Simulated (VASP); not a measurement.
# KCl (P4/mmm) in VASP: notebook

Runs on KCl. Level: PBEsol. Tasks: single point.

Everything below comes from runs of VASP 6.6.1. Logs are shortened: lines on timing, memory, paths and dates and some standing lists are left out, and cuts for length are marked.

## Step 1: The cell of the first run

Symmetry: P4/mmm, No. 123, tetragonal system. Conventional cell: a = 3.743 Å, b = 3.743 Å, c = 3.935 Å, α = 90.00°, β = 90.00°, γ = 90.00°. Within 4.3 Å of K (site symmetry 4/mmm) lie 8 Cl at 3.30 Å and 6 K at 3.74 to 3.94 Å. Cl (site symmetry 4/mmm) has 8 K at 3.30 Å and 6 Cl at 3.74 to 3.94 Å within 4.3 Å.

## Step 2: Single point, PBEsol (strain -0.025 along x and y, +0.025 along z)

File INCAR:

```
SYSTEM = KCl
PREC     = Accurate       ! precision mode
ENCUT    = 520            ! plane-wave cutoff, eV
EDIFF    = 1E-6           ! SCF threshold, eV
ISMEAR   = 0              ! smearing method
SIGMA    = 0.05           ! smearing width, eV
LREAL    = .False.        ! projectors in reciprocal space
LASPH    = .True.         ! aspherical terms in the spheres
NELM     = 100            ! most SCF steps
ALGO     = Normal         ! electronic algorithm
ISIF     = 2              ! what is computed and relaxed
LWAVE    = .False.        ! write WAVECAR
LCHARG   = .True.         ! write CHGCAR
GGA      = PS             ! functional
LELF     = .True.         ! ELF
LVHAR    = .True.       
NBANDS   = 15             ! bands
```

File KPOINTS:

```
regular mesh
0
Gamma
  6 6 6
  0 0 0
```

File POSCAR:

```
KCl
1.0
    3.7432161000      0.0000000000      0.0000000000
    0.0000000000      3.7432161000      0.0000000000
    0.0000000000      0.0000000000      3.9351759000
K Cl
1 1
Direct
    0.0000000000      0.0000000000      0.0000000000
    0.5000000000      0.5000000000      0.5000000000
```

Potentials or basis: VASP PAW PBE potentials, release 64 (K_sv, Cl).

Launch:

```
$ cat potpaw_PBE.64/K_sv/POTCAR potpaw_PBE.64/Cl/POTCAR > POTCAR
$ mpirun -np 1 vasp_std > vasp.out
```

OUTCAR:

```text
SYSTEM = KCl
   PREC = Accurate
   ENCUT = 520
   EDIFF = 1E-6
   ISMEAR = 0
   LREAL = .False.
   LASPH = .True.
   NELM = 100
   ISIF = 2
   GGA = PS

 ion  position               nearest neighbor table
   1  0.000  0.000  0.000-
   2  0.500  0.500  0.500-

  LATTYP: Found a simple tetragonal cell.
 ALAT       =     3.7432161000
 C/A-ratio  =     1.0512820513

  Lattice vectors:

 A1 = (   3.7432161000,   0.0000000000,   0.0000000000)
 A2 = (   0.0000000000,   3.7432161000,   0.0000000000)
 A3 = (   0.0000000000,   0.0000000000,   3.9351759000)

Analysis of symmetry for initial positions (statically):
=====================================================================
 Subroutine PRICEL returns:
 Original cell was already a primitive cell.

 Routine SETGRP: Setting up the symmetry group for a
 simple tetragonal supercell.

 Subroutine GETGRP returns: Found 16 space group operations
 (whereof 16 operations were pure point group operations)
 out of a pool of 16 trial point group operations.

The static configuration has the point symmetry D_4h.

Analysis of symmetry for dynamics (positions and initial velocities):
=====================================================================
 Subroutine PRICEL returns:
 Original cell was already a primitive cell.

 Routine SETGRP: Setting up the symmetry group for a
 simple tetragonal supercell.

 Subroutine GETGRP returns: Found 16 space group operations
 (whereof 16 operations were pure point group operations)
 out of a pool of 16 trial point group operations.

The dynamic configuration has the point symmetry D_4h.

 Subroutine INISYM returns: Found 16 space group operations
 (whereof 16 operations are pure point group operations),
 and found     1 'primitive' translations

----------------------------------------------------------------------------------------

                                     Primitive cell

  volume of cell :      55.1384

  direct lattice vectors                    reciprocal lattice vectors
     3.743216100  0.000000000  0.000000000     0.267149952  0.000000000  0.000000000
     0.000000000  3.743216100  0.000000000     0.000000000  0.267149952  0.000000000
     0.000000000  0.000000000  3.935175900     0.000000000  0.000000000  0.254118247

  length of vectors
     3.743216100  3.743216100  3.935175900     0.267149952  0.267149952  0.254118247

  position of ions in fractional coordinates (direct lattice)
     0.000000000  0.000000000  0.000000000
     0.500000000  0.500000000  0.500000000

  ion indices of the primitive-cell ions
   primitive index   ion index
                 1           1
                 2           2

----------------------------------------------------------------------------------------

 KPOINTS: regular mesh

Automatic generation of k-mesh.
 Grid dimensions read from file:
 generate k-points for:    6    6    6

 Generating k-lattice:

  Cartesian coordinates                     Fractional coordinates (reciprocal lattice)
     0.044524992  0.000000000  0.000000000     0.166666667  0.000000000  0.000000000
     0.000000000  0.044524992  0.000000000     0.000000000  0.166666667  0.000000000
     0.000000000  0.000000000  0.042353041     0.000000000  0.000000000  0.166666667

  Length of vectors
     0.044524992  0.044524992  0.042353041

  Shift w.r.t. Gamma in fractional coordinates (k-lattice)
     0.000000000  0.000000000  0.000000000

 Subroutine IBZKPT returns following result:
 ===========================================

 Found     40 irreducible k-points:

 Following reciprocal coordinates:
            Coordinates               Weight
  0.000000  0.000000  0.000000      1.000000
  0.166667  0.000000  0.000000      4.000000
  0.333333  0.000000  0.000000      4.000000
  0.500000  0.000000  0.000000      2.000000
  0.166667  0.166667  0.000000      4.000000
  0.333333  0.166667  0.000000      8.000000
[... 16 lines left out ...]
  0.333333  0.000000  0.333333      8.000000
  0.500000  0.000000  0.333333      4.000000
 [... further k-points ...]
   k-points           NKPTS =     40   k-points in BZ     NKDIM =     40   number of bands    NBANDS=     15
   number of dos      NEDOS =    301   number of ions     NIONS =      2
   total plane-waves  NPLWV =  23520
   dimension x,y,z NGX =    28 NGY =   28 NGZ =   30
   dimension x,y,z NGXF=    56 NGYF=   56 NGZF=   60
   ions per type =               1   1
   NGX,Y,Z   is equivalent  to a cutoff of  12.44, 12.44, 12.67 a.u.
   NGXF,Y,Z  is equivalent  to a cutoff of  24.87, 24.87, 25.35 a.u.
 SYSTEM =  KCl
   PREC   = accura    normal or accurate (medium, high low for compatibility)
   ISTART =      0    job   : 0-new  1-cont  2-samecut
   ICHARG =      2    charge: 1-file 2-atom 10-const
   ISPIN  =      1    spin polarized calculation?
   LNONCOLLINEAR =      F non collinear calculations
   LSORBIT =      F    spin-orbit coupling
   LASPH  =      T    aspherical Exc in radial PAW
   ENCUT  =  520.0 eV  38.22 Ry    6.18 a.u.   6.96  6.96  7.32*2*pi/ulx,y,z
   NELM   =    100;   NELMIN=  2; NELMDL= -5     # of ELM steps
   EDIFF  = 0.1E-05   stopping-criterion for ELM
   LREAL  =      F    real-space projection
   EDIFFG = 0.1E-04   stopping-criterion for IOM
   NSW    =      0    number of steps for IOM
   IBRION =     -1    ionic relax: 0-MD 1-quasi-New 2-CG
   NFREE  =      0    steps in history (QN), initial steepest desc. (CG)
   ISIF   =      2    stress and relaxation
   ISYM   =      2    0-nonsym 1-usesym 2-fastsym
   POTIM  = 0.5000    time-step for ionic-motion
   TEBEG  =    0.0;   TEEND  =   0.0 temperature during run
   PSTRESS=    0.0 pullay stress
   NELECT =      16.0000    total number of electrons
   NUPDOWN=      -1.0000    fix difference up-down
   EMIN   =  10.00;   EMAX   =-10.00  energy-range for DOS
   EFERMI =   0.00;   METHOD = LEGACY
   ISMEAR =     0;   SIGMA  =   0.05  broadening in eV -4-tet -1-fermi 0-gaus
   EFERMI_NEDOS =   21; number of points for ismear=-14 and -15
   IALGO  =     38    algorithm
   IMIX   =      4    mixing-type and parameters
     AMIX     =   0.40;   BMIX     =  1.00
     AMIX_MAG =   1.60;   BMIX_MAG =  1.00
  volume/ion in A,a.u.               =      27.57       186.05
  Fermi-wavevector in a.u.,A,eV,Ry     =   1.083836  2.048153 15.982766  1.174700
  Thomas-Fermi vector in A             =   2.219911
   LORBIT       =      0    0 simple, 1 ext, 2 COOP (PROOUT), +10 PAW based schemes
   GGA     = PS    functional components
   LHFCALC =     F    Hartree Fock is set to
   AEXX    =    0.0000 exact exchange contribution
   IVDW    =     0    specifies the selected vdW correction
   LEPSILON=     F    determine dielectric tensor
   LRPA    =     F    only Hartree local field effects (RPA)
 non-spin polarized calculation
 Gauss-broadening in eV      SIGMA  =   0.05
  energy-cutoff  :      520.00
  volume of cell :       55.14
 maximum number of plane-waves:      1502
 NGX is ok and might be reduce to    28
   NGX = 13   NGY = 13   NGZ = 15

 number of electron      15.9999996 magnetization

 Free energy of the ion-electron system (eV)
  ---------------------------------------------------
  ext. energy  EPLUGINS =         0.00000000
  ---------------------------------------------------
  free energy    TOTEN  =        -6.89448541 eV

  energy without entropy =       -6.89448541  energy(sigma->0) =       -6.89448541

 E-fermi :  -0.4127     XC(G=0):  -8.3838

 val. band max:       -0.6859954283   @ k =   0.5000   0.0000   0.5000
 cond. band min:       3.9209396404   @ k =   0.0000   0.0000   0.0000
 fundamental gap:      4.6069350687
 Fermi energy:        -0.4126906951

 k-point     1 :       0.0000    0.0000    0.0000
  band No.  band energies     occupation
      1     -28.6353      2.00000
      2     -13.3675      2.00000
      3     -12.0931      2.00000
      4     -12.0699      2.00000
      5     -12.0699      2.00000
      6      -1.1550      2.00000
      7      -0.8864      2.00000
      8      -0.8864      2.00000
      9       3.9209      0.00000
     10       5.5667      0.00000
     11       5.7483      0.00000
     12       9.8110      0.00000
     13       9.8110      0.00000
     14      10.1479      0.00000
     15      12.6384      0.00000

 k-point     2 :       0.1667    0.0000    0.0000
  band No.  band energies     occupation
      1     -28.6287      2.00000
      2     -13.4023      2.00000
      3     -12.0824      2.00000
      4     -12.0606      2.00000
      5     -12.0517      2.00000
      6      -1.4347      2.00000
      7      -1.1580      2.00000
      8      -0.8818      2.00000
      9       4.5412      0.00000
     10       5.8618      0.00000
     11       6.3135      0.00000
     12       9.6747      0.00000
     13       9.9562      0.00000
     14       9.9686      0.00000
     15      11.9646      0.00000

 k-point     3 :       0.3333    0.0000    0.0000
  band No.  band energies     occupation
      1     -28.6156      2.00000
      2     -13.4806      2.00000
      3     -12.0610      2.00000
      4     -12.0419      2.00000
      5     -11.9988      2.00000
      6      -2.2910      2.00000
      7      -1.1654      2.00000
      8      -0.8733      2.00000
      9       5.8249      0.00000
     10       6.5540      0.00000
     11       7.4038      0.00000
     12       9.5557      0.00000
     13       9.7381      0.00000
     14      10.2310      0.00000
     15      10.2978      0.00000

 k-point     4 :       0.5000    0.0000    0.0000
  band No.  band energies     occupation
      1     -28.6090      2.00000
      2     -13.5233      2.00000
      3     -12.0502      2.00000
      4     -12.0325      2.00000
      5     -11.9650      2.00000
      6      -2.6518      2.00000
      7      -1.1698      2.00000
      8      -0.8696      2.00000
      9       6.8533      0.00000
     10       7.0370      0.00000
     11       7.6701      0.00000
     12       9.2297      0.00000
     13       9.6134      0.00000
     14       9.6920      0.00000
     15      10.5070      0.00000
[... 307 lines left out ...]
 k-point    22 :       0.1667    0.0000    0.3333
  band No.  band energies     occupation
      1     -28.6175      2.00000
      2     -13.4550      2.00000
      3     -12.1489      2.00000
      4     -12.0427      2.00000
      5     -11.9513      2.00000
      6      -2.2130      2.00000
      7      -1.2879      2.00000
      8      -0.8713      2.00000
      9       6.0485      0.00000
     10       6.6236      0.00000
     11       7.4133      0.00000
     12       9.2491      0.00000
     13       9.3023      0.00000
     14      10.0970      0.00000
     15      10.9623      0.00000

 k-point    23 :       0.3333    0.0000    0.3333
  band No.  band energies     occupation
      1     -28.6049      2.00000
      2     -13.3116      2.00000
      3     -12.2674      2.00000
      4     -12.0646      2.00000
      5     -12.0267      2.00000
      6      -2.0550      2.00000
      7      -1.8319      2.00000
      8      -0.7806      2.00000
      9       5.8628      0.00000
     10       6.7173      0.00000
     11       8.6189      0.00000
     12       8.6189      0.00000
     13       9.1933      0.00000
     14       9.2829      0.00000
     15      11.1763      0.00000

 k-point    24 :       0.5000    0.0000    0.3333
  band No.  band energies     occupation
      1     -28.5986      2.00000
      2     -13.2376      2.00000
      3     -12.2320      2.00000
      4     -12.2161      2.00000
      5     -12.0187      2.00000
      6      -2.2388      2.00000
      7      -1.7956      2.00000
      8      -0.7338      2.00000
      9       5.6512      0.00000
     10       6.7103      0.00000
     11       8.5089      0.00000
     12       8.6739      0.00000
     13       9.1768      0.00000
     14       9.8215      0.00000
     15      11.5617      0.00000

 [... further k-points ...]
[... 5 lines left out ...]
  --------------------------------------------------------------------------------------
  -------------------------------------------------------------------------------------
  Total       -0.0999960     -0.0999960     -0.8425543      0.0000000      0.0000000     -0.0000000
  in kB       -2.9056229     -2.9056229    -24.4824316      0.0000000      0.0000000     -0.0000000
  external PRESSURE =     -10.0978925 kB  Pullay stress =       0.0000000 kB

 VOLUME and BASIS-vectors are now :
 -----------------------------------------------------------------------------
  energy-cutoff  :      520.00
  volume of cell :       55.14
      direct lattice vectors                 reciprocal lattice vectors
     3.743216100  0.000000000  0.000000000     0.267149952  0.000000000  0.000000000
     0.000000000  3.743216100  0.000000000     0.000000000  0.267149952  0.000000000
     0.000000000  0.000000000  3.935175900     0.000000000  0.000000000  0.254118247

 POSITION                                       TOTAL-FORCE (eV/Angst)
 -----------------------------------------------------------------------------------
      0.00000      0.00000      0.00000         0.000000      0.000000      0.000000
      1.87161      1.87161      1.96759         0.000000      0.000000      0.000000
 -----------------------------------------------------------------------------------
    total drift:                               -0.000000      0.000000      0.000000

  FREE ENERGIE OF THE ION-ELECTRON SYSTEM (eV)
  ---------------------------------------------------
  free  energy   TOTEN  =        -6.8944854101 eV

  energy  without entropy=       -6.8944854101  energy(sigma->0) =       -6.89448541
```

Wall time 27 s (1 thread of AMD EPYC 9R45 (Zen 5), shared host); peak memory 0.14 GiB.

What came out:

| Quantity | Value |
| --- | --- |
| Free energy | -6.8945 eV |
| Pressure | -1.0 GPa |
| Band gap on the k mesh | 4.61 eV, indirect (least direct gap 4.81 eV) |

Caveat: the cell differs from its parent crystal (strain -0.025 along x and y, +0.025 along z); the PAW data sets were made with another functional, which shifts forces and pressure a little.

## Step 3: Single point, PBEsol (strain +0.000 along x and y, +0.025 along z)

File INCAR:

```
  ALGO = Normal
  EDIFF = 1E-6
  ENCUT = 520
  GGA = PS
  ISIF = 2
  ISMEAR = 0
  LASPH = True
  LCHARG = True
  LELF = True
  LREAL = False
  LVHAR = True
  LWAVE = False
  NBANDS = 15
  NELM = 100
  PREC = Accurate
  SIGMA = 0.05
```

File KPOINTS:

```
k-points
0
Gamma
  6 6 6
```

File POSCAR:

```
KCl
1.0
    3.8391960000      0.0000000000      0.0000000000
    0.0000000000      3.8391960000      0.0000000000
    0.0000000000      0.0000000000      3.9351759000
K Cl
1 1
Direct
    0.0000000000      0.0000000000      0.0000000000
    0.5000000000      0.5000000000      0.5000000000
```

Potentials or basis: VASP PAW PBE potentials, release 64 (K_sv, Cl).

Launch:

```
$ cat potpaw_PBE.64/K_sv/POTCAR potpaw_PBE.64/Cl/POTCAR > POTCAR
$ mpirun -np 1 vasp_std > vasp.out
```

Wall time 30 s (1 thread of AMD EPYC 9R45 (Zen 5), shared host); peak memory 0.15 GiB.

The run converged. Its results:

```
Free energy            : -6.8796 eV
Pressure               : -1.8 GPa
Band gap on the k mesh : 4.48 eV, indirect (least direct gap 4.68 eV)
```

Stress tensor (GPa, compression positive):
```
-1.43  0.00  0.00
 0.00 -1.43  0.00
 0.00  0.00 -2.43
```

Levels at points of the mesh, in eV from the valence-band top:
| k point | band 6 | band 7 | band 8 | band 9 | band 10 | band 11 |
| --- | --- | --- | --- | --- | --- | --- |
| (0.00, 0.00, 0.00) | -0.32 | -0.20 | -0.20 | 4.48 | 6.39 | 6.48 |
| (0.50, 0.00, 0.00) | -1.78 | -0.32 | -0.18 | 7.36 | 7.76 | 8.04 |
| (0.50, 0.50, 0.00) | -1.21 | -1.21 | -0.10 | 6.05 | 6.96 | 8.66 |
| (0.00, 0.00, 0.50) | -1.77 | -0.21 | -0.21 | 7.36 | 7.73 | 7.84 |
| (0.50, 0.00, 0.50) | -1.25 | -1.19 | 0.00 | 5.97 | 7.15 | 8.85 |
| (0.50, 0.50, 0.50) | -1.33 | -1.33 | -1.29 | 8.50 | 8.56 | 8.56 |

Caveat: the cell differs from its parent crystal (strain +0.000 along x and y, +0.025 along z); the PAW data sets were made with another functional, which shifts forces and pressure a little. A k mesh can miss the band edges.
